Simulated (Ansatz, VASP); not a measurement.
Si2C in VASP and in Ansatz

```xyz
3
Lattice="4.0020 0.0000 0.0000 -2.0010 3.4659 0.0000 0.0000 0.0000 2.7394" Properties=species:S:1:pos:R:3 pbc="T T T"
Si    0.0000    2.3106    1.3697
Si    2.0010    1.1553    1.3697
C     0.0000    0.0000    0.0000
```

Change from the starting cell: species swapped into the Li2Pd type (P6/mmm, No. 191).

Alike in both runs: task single point; functional PBE; k mesh 6 × 6 × 6; occupations gaussian, width 0.1 eV; collinear spin.

|  | VASP | Ansatz |
| --- | --- | --- |
| version | VASP 6.6.1 | Ansatz 0.2.0 |
| potentials or method | VASP PAW PBE potentials, release 64 (Si, C), cutoff 600 eV | scalar-relativistic, plane waves, PAW |
| valence electrons in the cell | 12 | 12 |

VASP gave:

| Item | Value |
| --- | --- |
| gap on the k mesh at the Fermi level (eV) | none |
| pressure (GPa) | -0.2 |
| traceless stress, the component that is largest in VASP (GPa) | 0.07 |
| net moment per atom (μB) | 0.00 |

Problem. What did Ansatz give for the same quantities?

Solution. gap on the k mesh at the Fermi level (eV): none; pressure (GPa): -0.1; traceless stress, the component that is largest in VASP (GPa): 0.01; net moment per atom (μB): 0.00.

A gap of «none» marks a metal or a gap that the smearing closes. The functional is the same, so the differences come from potentials, cutoffs and numerics. Ansatz's warnings: seeded moment not kept.

The k mesh is coarse, so the values compare programs but aren't converged.
